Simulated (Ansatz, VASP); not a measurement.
## Two plane-wave programs on AlCu

```
Al Cu
1.0
     2.92698    0.00000    0.00000
     0.00000    2.92698    0.00000
     0.00000    0.00000    2.92698
Al Cu
1 1
Cartesian
  0.0000 0.0000 0.0000
  1.4635 1.4635 1.4635
```

Alike in both runs: task single point; functional r2SCAN; k mesh 14 × 14 × 14; occupations gaussian, width 0.1 eV; no spin polarisation.

|  | VASP | Ansatz |
| --- | --- | --- |
| version | VASP 6.6.1 | Ansatz 0.2.0 |
| potentials or method | VASP PAW PBE potentials, release 64 (Al, Cu), cutoff 520 eV | scalar-relativistic, plane waves, PAW |
| valence electrons in the cell | 14 | 22 |

```tsv
	VASP	Ansatz	Ansatz less VASP
gap on the k mesh at the Fermi level (eV)	none	none	-
pressure (GPa)	4.3	4.3	+0.04
```

VASP's potentials were made for PBE, not for r2SCAN. A gap of «none» marks a metal or a gap that the smearing closes. The functional is the same, so the differences come from potentials, cutoffs and numerics. VASP's potentials hold 14 valence electrons a cell and Ansatz's 22, so a difference there can come from the potentials and not from the codes.
